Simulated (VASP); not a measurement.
# Te (Pm-3m) in VASP: further runs

Te is run at these levels: PBE; tasks: single point, relaxation of cell and atoms.

Everything below comes from runs of VASP 6.6.1. Logs are shortened: lines on timing, memory, paths and dates and some standing lists are left out, and cuts for length are marked.

## (1) The cell of the first run

The structure is cubic, space group Pm-3m (No. 221). The conventional cell has a = 3.208 Å, b = 3.208 Å, c = 3.208 Å, α = 90.00°, β = 90.00°, γ = 90.00°. Te (site symmetry m-3m) has 6 Te at 3.21 Å within 4.2 Å.

This isn't the form of Te at room conditions, which is trigonal, of chains.

## (2) Single point, PBE, non-collinear spin, zero start, spin-orbit coupling

INCAR

```
PREC = Accurate ; ENCUT = 520
EDIFF = 1E-6 ; ISMEAR = -1
SIGMA = 0.05 ; LREAL = F
LASPH = T ; NELM = 150
ALGO = Normal ; ISIF = 2
LWAVE = F ; LCHARG = F
LNONCOLLINEAR = T ; MAGMOM = 0 0 0
LORBIT = 11 ; LSORBIT = T
GGA_COMPAT = F ; LORBMOM = T
GGA = PE ; NBANDS = 17
```

KPOINTS

```
Automatic mesh
0
Gamma
  13 13 13
```

POSCAR

```
Te
1.0
    3.2078259948      0.0000000000      0.0000000000
    0.0000000000      3.2078259948      0.0000000000
    0.0000000000      0.0000000000      3.2078259948
Te
1
Direct
    0.0000000000      0.0000000000      0.0000000000
```

Potentials or basis: VASP PAW PBE potentials, release 64 (Te).

Run with:

```bash
> cat potpaw_PBE.64/Te/POTCAR > POTCAR
> mpirun -np 1 vasp_ncl > vasp.out
```

OUTCAR:

```text
PREC = Accurate
   ENCUT = 520
   EDIFF = 1E-6
   ISMEAR = -1
   LREAL = F
   LASPH = T
   NELM = 150
   ISIF = 2
   LNONCOLLINEAR = T
   LORBIT = 11
   LSORBIT = T
   GGA = PE

 ion  position               nearest neighbor table
   1  0.000  0.000  0.000-

  LATTYP: Found a simple cubic cell.
 ALAT       =     3.2078259948

  Lattice vectors:

 A1 = (   3.2078259948,   0.0000000000,   0.0000000000)
 A2 = (   0.0000000000,   3.2078259948,   0.0000000000)
 A3 = (   0.0000000000,   0.0000000000,   3.2078259948)

Analysis of symmetry for initial positions (statically):
=====================================================================
 Subroutine PRICEL returns:
 Original cell was already a primitive cell.

 Routine SETGRP: Setting up the symmetry group for a
 simple cubic supercell.

 Subroutine GETGRP returns: Found 48 space group operations
 (whereof 48 operations were pure point group operations)
 out of a pool of 48 trial point group operations.

The static configuration has the point symmetry O_h .

Analysis of symmetry for dynamics (positions and initial velocities):
=====================================================================
 Subroutine PRICEL returns:
 Original cell was already a primitive cell.

 Routine SETGRP: Setting up the symmetry group for a
 simple cubic supercell.

 Subroutine GETGRP returns: Found 48 space group operations
 (whereof 48 operations were pure point group operations)
 out of a pool of 48 trial point group operations.

The dynamic configuration has the point symmetry O_h .

Analysis of structural, dynamic, and magnetic symmetry:
=====================================================================
 Subroutine PRICEL returns:
 Original cell was already a primitive cell.

 Routine SETGRP: Setting up the symmetry group for a
 simple cubic supercell.

 Subroutine GETGRP returns: Found 48 space group operations
 (whereof 48 operations were pure point group operations)
 out of a pool of 48 trial point group operations.

The overall configuration has the point symmetry O_h .

 Subroutine INISYM returns: Found 48 space group operations
 (whereof 48 operations are pure point group operations),
 and found     1 'primitive' translations

----------------------------------------------------------------------------------------

                                     Primitive cell

  volume of cell :      33.0090

  direct lattice vectors                    reciprocal lattice vectors
     3.207825995  0.000000000  0.000000000     0.311737607  0.000000000  0.000000000
     0.000000000  3.207825995  0.000000000     0.000000000  0.311737607  0.000000000
     0.000000000  0.000000000  3.207825995     0.000000000  0.000000000  0.311737607

  length of vectors
     3.207825995  3.207825995  3.207825995     0.311737607  0.311737607  0.311737607

  position of ions in fractional coordinates (direct lattice)
     0.000000000  0.000000000  0.000000000

  ion indices of the primitive-cell ions
   primitive index   ion index
                 1           1

----------------------------------------------------------------------------------------

 KPOINTS: Automatic mesh

Automatic generation of k-mesh.
 Grid dimensions read from file:
 generate k-points for:   13   13   13

 Generating k-lattice:

  Cartesian coordinates                     Fractional coordinates (reciprocal lattice)
     0.023979816  0.000000000  0.000000000     0.076923077  0.000000000  0.000000000
     0.000000000  0.023979816  0.000000000     0.000000000  0.076923077  0.000000000
     0.000000000  0.000000000  0.023979816     0.000000000  0.000000000  0.076923077

  Length of vectors
     0.023979816  0.023979816  0.023979816

  Shift w.r.t. Gamma in fractional coordinates (k-lattice)
     0.000000000  0.000000000  0.000000000

 Subroutine IBZKPT returns following result:
 ===========================================

 Found     84 irreducible k-points:

[... 44 lines left out ...]
   NELM   =    150;   NELMIN=  2; NELMDL= -5     # of ELM steps
   EDIFF  = 0.1E-05   stopping-criterion for ELM
   LREAL  =      F    real-space projection
   EDIFFG = 0.1E-04   stopping-criterion for IOM
   NSW    =      0    number of steps for IOM
   IBRION =     -1    ionic relax: 0-MD 1-quasi-New 2-CG
   NFREE  =      0    steps in history (QN), initial steepest desc. (CG)
   ISIF   =      2    stress and relaxation
   ISYM   =      2    0-nonsym 1-usesym 2-fastsym
   POTIM  = 0.5000    time-step for ionic-motion
   TEBEG  =    0.0;   TEEND  =   0.0 temperature during run
   PSTRESS=    0.0 pullay stress
   NELECT =       6.0000    total number of electrons
   NUPDOWN=      -1.0000    fix difference up-down
   EMIN   =  10.00;   EMAX   =-10.00  energy-range for DOS
   EFERMI =   0.00;   METHOD = LEGACY
   ISMEAR =    -1;   SIGMA  =   0.05  broadening in eV -4-tet -1-fermi 0-gaus
   EFERMI_NEDOS =   21; number of points for ismear=-14 and -15
   IALGO  =     38    algorithm
   IMIX   =      4    mixing-type and parameters
     AMIX     =   0.40;   BMIX     =  1.00
     AMIX_MAG =   1.60;   BMIX_MAG =  1.00
  volume/ion in A,a.u.               =      33.01       222.76
  Fermi-wavevector in a.u.,A,eV,Ry     =   0.927359  1.752454 11.700932  0.859994
  Thomas-Fermi vector in A             =   2.053420
   LORBIT       =     11    0 simple, 1 ext, 2 COOP (PROOUT), +10 PAW based schemes
   GGA     = PE    functional components
   LHFCALC =     F    Hartree Fock is set to
   AEXX    =    0.0000 exact exchange contribution
   IVDW    =     0    specifies the selected vdW correction
   LEPSILON=     F    determine dielectric tensor
   LRPA    =     F    only Hartree local field effects (RPA)
  energy-cutoff  :      520.00
  volume of cell :       33.01
 maximum number of plane-waves:      1824
 NGX is ok and might be reduce to    24
   NGX = 11   NGY = 11   NGZ = 11

 number of electron       6.0000000 magnetization       0.0000000      0.0000000      0.0000000

 number of electron       6.0000001 magnetization      -0.0000000     -0.0000000      0.0000000

 number of electron       6.0000001 magnetization       0.0000000      0.0000000     -0.0000000

 Free energy of the ion-electron system (eV)
  ---------------------------------------------------
  ext. energy  EPLUGINS =         0.00000000
  ---------------------------------------------------
  free energy    TOTEN  =        -3.22181623 eV

  energy without entropy =       -3.21636499  energy(sigma->0) =       -3.21909061

 E-fermi :   6.3319     XC(G=0):  -9.2376

 val. band max:        6.2971534697   @ k =   0.0769   0.0769   0.0000
 cond. band min:       6.3442470441   @ k =   0.2308   0.2308   0.1538
 fundamental gap:      0.0470935744
 Fermi energy:         6.3319329819

 k-point     1 :       0.0000    0.0000    0.0000
  band No.  band energies     occupation
      1      -7.2040      1.00000
      2      -7.2040      1.00000
      3       6.7795      0.00013
      4       6.7795      0.00013
      5       7.8357      0.00000
      6       7.8357      0.00000
[... 457 lines left out ...]
      4       2.0101      1.00000
      5       3.5298      1.00000
      6       3.5298      1.00000
[... 9 lines left out ...]
     16      18.8203      0.00000
     17      19.6785      0.00000

 [... further k-points ...]

------------------------ aborting loop because EDIFF is reached ----------------------------------------

  FORCE on cell =-STRESS in cart. coord.  units (eV):
  Direction    XX          YY          ZZ          XY          YZ          ZX
  --------------------------------------------------------------------------------------
  -------------------------------------------------------------------------------------
  Total       -0.0129358     -0.0129358     -0.0129358     -0.0000000     -0.0000000      0.0000000
  in kB       -0.6278707     -0.6278707     -0.6278707     -0.0000000     -0.0000000      0.0000000
  external PRESSURE =      -0.6278707 kB  Pullay stress =       0.0000000 kB

 VOLUME and BASIS-vectors are now :
 -----------------------------------------------------------------------------
  energy-cutoff  :      520.00
  volume of cell :       33.01
      direct lattice vectors                 reciprocal lattice vectors
     3.207825995  0.000000000  0.000000000     0.311737607  0.000000000  0.000000000
     0.000000000  3.207825995  0.000000000     0.000000000  0.311737607  0.000000000
     0.000000000  0.000000000  3.207825995     0.000000000  0.000000000  0.311737607

 POSITION                                       TOTAL-FORCE (eV/Angst)
 -----------------------------------------------------------------------------------
      0.00000      0.00000      0.00000         0.000000      0.000000      0.000000
 -----------------------------------------------------------------------------------
    total drift:                               -0.000000      0.000000     -0.000000

  FREE ENERGIE OF THE ION-ELECTRON SYSTEM (eV)
  ---------------------------------------------------
  free  energy   TOTEN  =        -3.2218162296 eV

  energy  without entropy=       -3.2163649891  energy(sigma->0) =       -3.21909061

 orbital moment (x)

 # of ion     p       d       tot
 ----------------------------------------
  1         0.000  -0.000   0.000
 ----------------------------------------
            0.000  -0.000   0.000

 orbital moment (y)

 # of ion     p       d       tot
 ----------------------------------------
  1         0.000  -0.000   0.000
 ----------------------------------------
            0.000  -0.000   0.000

 orbital moment (z)

 # of ion     p       d       tot
 ----------------------------------------
  1         0.000   0.000   0.000
 ----------------------------------------
            0.000   0.000   0.000

 Spin-Orbit-Coupling matrix elements

 Ion:    1  E_soc:     -0.2430324
 l=   1
     0.0000000    -0.0403738    -0.0403738
    -0.0403738     0.0000000    -0.0403738
    -0.0403738    -0.0403738     0.0000000
 l=   2
     0.0000000    -0.0000034     0.0000000    -0.0000034    -0.0001282
    -0.0000034     0.0000000    -0.0000962    -0.0000034    -0.0000321
     0.0000000    -0.0000962     0.0000000    -0.0000962     0.0000000
    -0.0000034    -0.0000034    -0.0000962     0.0000000    -0.0000321
    -0.0001282    -0.0000321     0.0000000    -0.0000321     0.0000000
 l=   3
     0.0000000     0.0000000     0.0000000     0.0000000     0.0000000     0.0000000     0.0000000
     0.0000000     0.0000000     0.0000000     0.0000000     0.0000000     0.0000000     0.0000000
     0.0000000     0.0000000     0.0000000     0.0000000     0.0000000     0.0000000     0.0000000
     0.0000000     0.0000000     0.0000000     0.0000000     0.0000000     0.0000000     0.0000000
     0.0000000     0.0000000     0.0000000     0.0000000     0.0000000     0.0000000     0.0000000
     0.0000000     0.0000000     0.0000000     0.0000000     0.0000000     0.0000000     0.0000000
     0.0000000     0.0000000     0.0000000     0.0000000     0.0000000     0.0000000     0.0000000

 total charge

# of ion       s       p       d       tot
------------------------------------------
    1        1.441   1.773   0.041   3.256

 magnetization (x)

# of ion       s       p       d       tot
------------------------------------------
    1       -0.000  -0.000  -0.000  -0.000

 magnetization (y)

# of ion       s       p       d       tot
------------------------------------------
    1       -0.000  -0.000  -0.000  -0.000

 magnetization (z)

# of ion       s       p       d       tot
------------------------------------------
    1       -0.000  -0.000  -0.000  -0.000
```

Run time: 2.3 min. Hardware: 1 thread of AMD EPYC 7R43 (Zen 3), shared host; peak memory 0.18 GiB.

What came out:

```yaml
Free_energy: -3.2218 eV
Pressure: -0.1 GPa
Net_moment: 0.00 μB per cell
Valence_electrons_inside_the_program's_atomic_spheres: Te 3.26
```

Moments on the atoms (μB; x, y, z):
```
Te  0.00 0.00 0.00
```

## (3) Relaxation of cell and atoms, PBE, non-collinear spin, zero start, spin-orbit coupling

This run uses another cell than the first one, of 31.32 Å³/atom.

INCAR

```
PREC     = Accurate       # precision mode
ENCUT    = 600            # plane-wave cutoff, eV
EDIFF    = 1E-7           # SCF threshold, eV
ISMEAR   = -1             # smearing method
SIGMA    = 0.05           # smearing width, eV
LREAL    = False          # projectors in reciprocal space
LASPH    = True           # aspherical terms in the spheres
NELM     = 150            # most SCF steps
ALGO     = Normal         # electronic algorithm
ISIF     = 3              # what is computed and relaxed
LWAVE    = False          # write WAVECAR
LCHARG   = False          # write CHGCAR
LNONCOLLINEAR= True           # non-collinear magnetism
MAGMOM   = 0 0 0          # initial moments
LORBIT   = 11             # projections on sites
LSORBIT  = True           # spin-orbit coupling
GGA_COMPAT= False        
LORBMOM  = True         
GGA      = PE             # functional
IBRION   = 2              # ionic algorithm
NSW      = 60             # ionic steps
EDIFFG   = -0.005         # ionic threshold
```

KPOINTS

```
regular mesh
0
Gamma
  13 13 13
```

POSCAR

```
Te
1.0
    3.1521527235      0.0000000000      0.0000000000
    0.0000000000      3.1521527235      0.0000000000
    0.0000000000      0.0000000000      3.1521527235
Te
1
Direct
    0.0000000000      0.0000000000      0.0000000000
```

Potentials or basis: VASP PAW PBE potentials, release 64 (Te).

Run with:

```bash
> cat potpaw_PBE.64/Te/POTCAR > POTCAR
> mpirun -np 1 vasp_ncl > vasp.out
```

Run time: 5 min. Hardware: 1 thread of AMD EPYC 7R43 (Zen 3), shared host; peak memory 0.24 GiB.

Results (log left out):

```
Free energy                                           : -3.2218 eV
Relaxed volume                                        : 32.96 Å³/atom
Relaxed cell                                          : a = 3.206 Å, b = 3.206 Å, c = 3.206 Å, α = 90.00°, β = 90.00°, γ = 90.00°
Space group after relaxing (to 0.1 Å)                 : Pm-3m (No. 221)
Energy gained by relaxing                             : 13.7 meV/atom
Ionic steps                                           : 3
Pressure after relaxing                               : 0.0 GPa
Net moment                                            : 0.00 μB per cell
Valence electrons inside the program's atomic spheres : Te 3.26
```

Step by step:
| step | energy change (eV) | largest force (eV/Å) | pressure (GPa) | volume (Å³) |
| --- | --- | --- | --- | --- |
| 1 | 0.0000 | 0.0000 | 2.81 | 31.32 |
| 2 | -0.0100 | 0.0000 | -1.24 | 33.88 |
| 3 | -0.0137 | 0.0000 | 0.01 | 32.96 |

Final structure:
```cif
data_structure
_symmetry_space_group_name_H-M 'P 1'
_symmetry_Int_Tables_number 1
_cell_length_a 3.2063
_cell_length_b 3.2063
_cell_length_c 3.2063
_cell_angle_alpha 90.000
_cell_angle_beta 90.000
_cell_angle_gamma 90.000
_cell_volume 32.96
loop_
_atom_site_label
_atom_site_type_symbol
_atom_site_fract_x
_atom_site_fract_y
_atom_site_fract_z
_atom_site_occupancy
Te1 Te 0.00000 0.00000 0.00000 1
```

Moments on the atoms (μB; x, y, z):
```
Te  0.00 0.00 0.00
```
